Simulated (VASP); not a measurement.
# GePt: single point with PBEsol

The system is GePt.

```xyz
8
Lattice="6.6017 0.0000 0.0000 0.0000 3.1453 0.0000 0.0000 0.0000 6.0924" Properties=species:S:1:pos:R:3 pbc="T T T"
Ge    5.3814    2.3590    3.5825
Ge    1.2203    0.7863    2.5099
Ge    4.5211    0.7863    0.5363
Ge    2.0806    2.3590    5.5562
Pt    6.5967    2.3590    1.1646
Pt    0.0050    0.7863    4.9278
Pt    3.3058    0.7863    4.2108
Pt    3.2959    2.3590    1.8816
```

This cell differs from its parent crystal: strain +0.1500 x Voigt [1, -1, 0, 0, 0, 0].

```yaml
Program: VASP 6.6.1
Task: single point
Functional: PBEsol
Potentials_or_basis: VASP PAW PBE potentials, release 64 (Ge_d, Pt)
Cutoff: 520 eV
k_mesh: 8 × 10 × 8
Occupations: gaussian, width 0.15 eV
Spin: no spin polarisation
Dipole_correction: no
Further_INCAR_settings: ALGO = Fast; EDIFF = 1e-06; NBANDS = 58
```

```json
{
 "Pressure": "6.6 GPa",
 "Largest force": "1.418 eV/Å",
 "Band gap on the k mesh": "zero (bands 48 and 49 overlap by 0.93 eV)"
}
```

Forces on the atoms (eV/Å):
```
Ge  -0.639  0.000 -1.266
Ge   0.639  0.000  1.266
Ge   0.639  0.000 -1.266
Ge  -0.639  0.000  1.266
Pt  -0.572  0.000 -0.097
Pt   0.572  0.000  0.097
Pt   0.572  0.000 -0.097
Pt  -0.572  0.000  0.097
```

Stress tensor (GPa, compression positive):
```
-0.87  0.00  0.00
 0.00 14.85  0.00
 0.00  0.00  5.87
```

Levels at points of the mesh, in eV from the Fermi level:
| k point | band 45 | band 46 | band 47 | band 48 | band 49 | band 50 | band 51 | band 52 |
| --- | --- | --- | --- | --- | --- | --- | --- | --- |
| (0.00, 0.00, 0.00) | -2.03 | -1.96 | -1.33 | -0.99 | 0.30 | 1.68 | 2.03 | 3.99 |
| (0.50, 0.00, 0.00) | -1.95 | -1.95 | -1.26 | -1.26 | 1.73 | 1.73 | 2.55 | 2.55 |
| (0.00, 0.50, 0.00) | -1.11 | -1.11 | -1.06 | -1.06 | -0.43 | -0.43 | 1.77 | 1.77 |
| (0.50, 0.50, 0.00) | -1.24 | -1.24 | -1.24 | -1.24 | 1.34 | 1.34 | 1.34 | 1.34 |
| (0.00, 0.00, 0.50) | -2.41 | -2.41 | -0.50 | -0.50 | 1.63 | 1.63 | 3.75 | 3.75 |
| (0.50, 0.00, 0.50) | -1.44 | -1.44 | -0.60 | -0.60 | 0.98 | 0.98 | 2.71 | 2.71 |
| (0.00, 0.50, 0.50) | -1.93 | -1.93 | -1.04 | -1.04 | 0.05 | 0.05 | 1.08 | 1.08 |
| (0.50, 0.50, 0.50) | -1.21 | -1.21 | -1.21 | -1.21 | 2.16 | 2.16 | 2.16 | 2.16 |

It took 30 min on 1 thread of Oxide Virtual Turin-like Processor, on a shared host, peak memory 0.79 GiB.

Caveat: the cell differs from its parent crystal (strain +0.1500 x Voigt [1, -1, 0, 0, 0, 0]); the cell stands under pressure; the PAW data sets were made with another functional, which shifts forces and pressure a little; spin-orbit coupling is left out, which moves the levels of the heavy elements.
